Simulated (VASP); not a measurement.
Runs of VASP 6.6.1 on Gd. The structure is cubic, space group Fm-3m (No. 225). The conventional cell has a = 5.172 Å, b = 5.172 Å, c = 5.172 Å, α = 90.00°, β = 90.00°, γ = 90.00°. Gd (site symmetry m-3m) has 12 Gd at 3.66 Å within 4.8 Å. 

```tsv
spin	fixed moment (μB)	k mesh	pressure (GPa)	moment (μB)
collinear, ferromagnetic start	14.0	8 × 8 × 8	6.4	14.00
collinear, ferromagnetic start	7.0	8 × 8 × 8	-1.6	7.00
collinear, ferromagnetic start	1.8	8 × 8 × 8	4.0	1.80
collinear, ferromagnetic start	3.5	8 × 8 × 8	(c)	3.50
collinear, zero start	0.0	8 × 8 × 8	(b)	0.00
collinear, ferromagnetic start	8.8	8 × 8 × 8	1.2	8.80
collinear, ferromagnetic start	-	9 × 9 × 9	-1.3	7.59
collinear, ferromagnetic start	5.2	8 × 8 × 8	(a)	5.20
```

Alike in all rows: task single point; level PBE; potentials or basis VASP PAW PBE potentials, release 64 (Gd); cell as given; cutoff (eV) 520; smearing fermi-dirac 0.05 eV.

Q: Fill in the values left out.

A: (a) 2.0; (b) -2.7; (c) 4.2.

Caveats: the total moment is fixed, so each spin has its own Fermi level (some runs).
